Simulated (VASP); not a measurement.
# CdGa (Pm-3m) in VASP: relaxation of cell and atoms with PBE

Aim: the relaxation of cell and atoms of CdGa with PBE.

Program: VASP 6.6.1. These are calculated values, not measurements. Logs are shortened: lines on timing, memory, paths and dates and some standing lists are left out, and cuts for length are marked.

## 1. The cell of the first run

Symmetry: Pm-3m, No. 221, cubic system. The conventional cell has a = 3.491 Å, b = 3.491 Å, c = 3.491 Å, α = 90.00°, β = 90.00°, γ = 90.00°. Within 4.0 Å of Cd (site symmetry m-3m) lie 8 Ga at 3.02 Å and 6 Cd at 3.49 Å. Ga (site symmetry m-3m) has 8 Cd at 3.02 Å and 6 Ga at 3.49 Å within 4.0 Å.

## 2. Relaxation of cell and atoms, PBE

INCAR reads:

```
SYSTEM = CdGa
ALGO = Fast
EDIFF = 1E-7
EDIFFG = -0.01
ENCUT = 600
GGA = PE
IBRION = 2
ISIF = 3
ISMEAR = 0
LASPH = .TRUE.
LCHARG = .FALSE.
LREAL = .FALSE.
LWAVE = .FALSE.
NELM = 60
NSW = 100
PREC = Accurate
SIGMA = 0.1
```

KPOINTS reads:

```
k-points
0
G
  16 16 16
  0 0 0
```

POSCAR reads:

```
CdGa
1.0
    3.4910012612      0.0000000000      0.0000000000
    0.0000000000      3.4910012612      0.0000000000
    0.0000000000      0.0000000000      3.4910012612
Cd Ga
1 1
Direct
    0.0000000000      0.0000000000      0.0000000000
    0.5000000000      0.5000000000      0.5000000000
```

Potentials or basis: VASP PAW PBE potentials, release 64 (Cd, Ga_d).

Started as:

```
$ cat potpaw_PBE.64/Cd/POTCAR potpaw_PBE.64/Ga_d/POTCAR > POTCAR
$ mpirun -np 1 vasp_std > vasp.out
```

OUTCAR:

```text
SYSTEM = CdGa
   EDIFF = 1E-7
   EDIFFG = -0.01
   ENCUT = 600
   GGA = PE
   IBRION = 2
   ISIF = 3
   ISMEAR = 0
   LASPH = .TRUE.
   LREAL = .FALSE.
   NELM = 60
   NSW = 100
   PREC = Accurate

 ion  position               nearest neighbor table
   1  0.000  0.000  0.000-   2 3.02   2 3.02   2 3.02   2 3.02   2 3.02   2 3.02   2 3.02   2 3.02

   2  0.500  0.500  0.500-   1 3.02   1 3.02   1 3.02   1 3.02   1 3.02   1 3.02   1 3.02   1 3.02

  LATTYP: Found a simple cubic cell.
 ALAT       =     3.4910012612

  Lattice vectors:

 A1 = (   3.4910012612,   0.0000000000,   0.0000000000)
 A2 = (   0.0000000000,   3.4910012612,   0.0000000000)
 A3 = (   0.0000000000,   0.0000000000,   3.4910012612)

Analysis of symmetry for initial positions (statically):
=====================================================================
 Subroutine PRICEL returns:
 Original cell was already a primitive cell.

 Routine SETGRP: Setting up the symmetry group for a
 simple cubic supercell.

 Subroutine GETGRP returns: Found 48 space group operations
 (whereof 48 operations were pure point group operations)
 out of a pool of 48 trial point group operations.

The static configuration has the point symmetry O_h .

Analysis of symmetry for dynamics (positions and initial velocities):
=====================================================================
 Subroutine PRICEL returns:
 Original cell was already a primitive cell.

 Routine SETGRP: Setting up the symmetry group for a
 simple cubic supercell.

 Subroutine GETGRP returns: Found 48 space group operations
 (whereof 48 operations were pure point group operations)
 out of a pool of 48 trial point group operations.

The dynamic configuration has the point symmetry O_h .

 Subroutine INISYM returns: Found 48 space group operations
 (whereof 48 operations are pure point group operations),
 and found     1 'primitive' translations

----------------------------------------------------------------------------------------

                                     Primitive cell

  volume of cell :      42.5451

  direct lattice vectors                    reciprocal lattice vectors
     3.491001261  0.000000000  0.000000000     0.286450770  0.000000000  0.000000000
     0.000000000  3.491001261  0.000000000     0.000000000  0.286450770  0.000000000
     0.000000000  0.000000000  3.491001261     0.000000000  0.000000000  0.286450770

  length of vectors
[... 94 lines left out ...]
   NUPDOWN=      -1.0000    fix difference up-down
   EMIN   =  10.00;   EMAX   =-10.00  energy-range for DOS
   EFERMI =   0.00;   METHOD = LEGACY
   ISMEAR =     0;   SIGMA  =   0.10  broadening in eV -4-tet -1-fermi 0-gaus
   EFERMI_NEDOS =   21; number of points for ismear=-14 and -15
   IALGO  =     68    algorithm
   IMIX   =      4    mixing-type and parameters
     AMIX     =   0.40;   BMIX     =  1.00
     AMIX_MAG =   1.60;   BMIX_MAG =  1.00
  volume/ion in A,a.u.               =      21.27       143.55
  Fermi-wavevector in a.u.,A,eV,Ry     =   1.371213  2.591216 25.582004  1.880224
  Thomas-Fermi vector in A             =   2.496930
   LORBIT       =      0    0 simple, 1 ext, 2 COOP (PROOUT), +10 PAW based schemes
   GGA     = PE    functional components
   LHFCALC =     F    Hartree Fock is set to
   AEXX    =    0.0000 exact exchange contribution
   IVDW    =     0    specifies the selected vdW correction
   LEPSILON=     F    determine dielectric tensor
   LRPA    =     F    only Hartree local field effects (RPA)
 conjugate gradient relaxation of ions
 non-spin polarized calculation
 RMM-DIIS sequential band-by-band and
 Gauss-broadening in eV      SIGMA  =   0.10
  energy-cutoff  :      600.00
  volume of cell :       42.55
 maximum number of plane-waves:      1452
 NGX is ok and might be reduce to    28
   NGX = 13   NGY = 13   NGZ = 13

--------------------------------------- Ionic step        1  -------------------------------------------

 number of electron      25.0000009 magnetization

 Free energy of the ion-electron system (eV)
  ---------------------------------------------------
  ext. energy  EPLUGINS =         0.00000000
  ---------------------------------------------------
  free energy    TOTEN  =        -3.49174796 eV

  energy without entropy =       -3.48818299  energy(sigma->0) =       -3.48996547

------------------------ aborting loop because EDIFF is reached ----------------------------------------

  FORCE on cell =-STRESS in cart. coord.  units (eV):
  Direction    XX          YY          ZZ          XY          YZ          ZX
  --------------------------------------------------------------------------------------
  -------------------------------------------------------------------------------------
  Total        0.3077430      0.3077430      0.3077430      0.0000000      0.0000000      0.0000000
  in kB       11.5890758     11.5890758     11.5890758      0.0000000      0.0000000      0.0000000
  external PRESSURE =      11.5890758 kB  Pullay stress =       0.0000000 kB
[... 59 lines left out ...]
--------------------------------------- Ionic step        3  -------------------------------------------

 number of electron      25.0000019 magnetization

 Free energy of the ion-electron system (eV)
  ---------------------------------------------------
  ext. energy  EPLUGINS =         0.00000000
  ---------------------------------------------------
  free energy    TOTEN  =        -3.49545934 eV

  energy without entropy =       -3.49195291  energy(sigma->0) =       -3.49370613

 E-fermi :   3.5448     XC(G=0): -10.6501

 val. band max:        3.5424546157   @ k =   0.5000   0.3125   0.1875
 cond. band min:       3.5861594457   @ k =   0.3750   0.2500   0.1250
 fundamental gap:      0.0437048300
 Fermi energy:         3.5448113599

 k-point     1 :       0.0000    0.0000    0.0000
  band No.  band energies     occupation
      1     -11.3259      2.00000
      2     -11.3259      2.00000
      3     -11.2661      2.00000
      4     -11.2661      2.00000
      5     -11.2661      2.00000
      6      -5.9437      2.00000
[... 433 lines left out ...]
      3     -11.2848      2.00000
      4     -11.2640      2.00000
      5     -11.2599      2.00000
      6      -5.3431      2.00000
[... 8 lines left out ...]
     15       8.8845      0.00000
     16      10.6650      0.00000

 [... further k-points ...]

------------------------ aborting loop because EDIFF is reached ----------------------------------------

  FORCE on cell =-STRESS in cart. coord.  units (eV):
  Direction    XX          YY          ZZ          XY          YZ          ZX
  --------------------------------------------------------------------------------------
  -------------------------------------------------------------------------------------
  Total       -0.0047966     -0.0047966     -0.0047966      0.0000000      0.0000000     -0.0000000
  in kB       -0.1762113     -0.1762113     -0.1762113      0.0000000      0.0000000     -0.0000000
  external PRESSURE =      -0.1762113 kB  Pullay stress =       0.0000000 kB
[... 17 lines left out ...]
  FREE ENERGIE OF THE ION-ELECTRON SYSTEM (eV)
  ---------------------------------------------------
  free  energy   TOTEN  =        -3.4954593383 eV

  energy  without entropy=       -3.4919529148  energy(sigma->0) =       -3.49370613

 reached required accuracy - stopping structural energy minimisation
```

CONTCAR:

```text
CdGa
   1.00000000000000
     3.5199410523113777   -0.0000000000000000    0.0000000000000000
     0.0000000000000000    3.5199410523113777    0.0000000000000000
    -0.0000000000000000    0.0000000000000000    3.5199410523113777
  Cd              Ga
     1     1
Direct
     0.0000000000000000    0.0000000000000000    0.0000000000000000
     0.5000000000000000    0.5000000000000000    0.5000000000000000

  0.00000000E+00  0.00000000E+00  0.00000000E+00
  0.00000000E+00  0.00000000E+00  0.00000000E+00
```

Run time: 5.9 min. Hardware: 1 thread of Intel Xeon 8259CL, shared host; peak memory 0.28 GiB.

Results:

```
Free energy                           : -3.4955 eV
Relaxed volume                        : 21.81 Å³/atom
Relaxed cell                          : a = 3.520 Å, b = 3.520 Å, c = 3.520 Å, α = 90.00°, β = 90.00°, γ = 90.00°
Space group after relaxing (to 0.1 Å) : Pm-3m (No. 221)
Energy gained by relaxing             : 1.9 meV/atom
Ionic steps                           : 3
Pressure after relaxing               : 0.0 GPa
Band gap on the k mesh                : zero (an odd number of electrons rules out a gap without spin polarisation)
```

The path:
| step | energy change (eV) | largest force (eV/Å) | pressure (GPa) | volume (Å³) |
| --- | --- | --- | --- | --- |
| 1 | 0.0000 | 0.0000 | 1.16 | 42.55 |
| 2 | -0.0037 | 0.0000 | 0.11 | 43.50 |
| 3 | -0.0037 | 0.0000 | -0.02 | 43.61 |

Final structure:
```yaml
crystal:
  lattice:
    - [3.51994, 0.00000, 0.00000]
    - [0.00000, 3.51994, 0.00000]
    - [0.00000, 0.00000, 3.51994]
  atoms:
    - { symbol: Cd, position: [0.00000, 0.00000, 0.00000] }
    - { symbol: Ga, position: [0.50000, 0.50000, 0.50000] }
```

The gap in the log of VASP goes by the Fermi energy; the results here count the filled bands.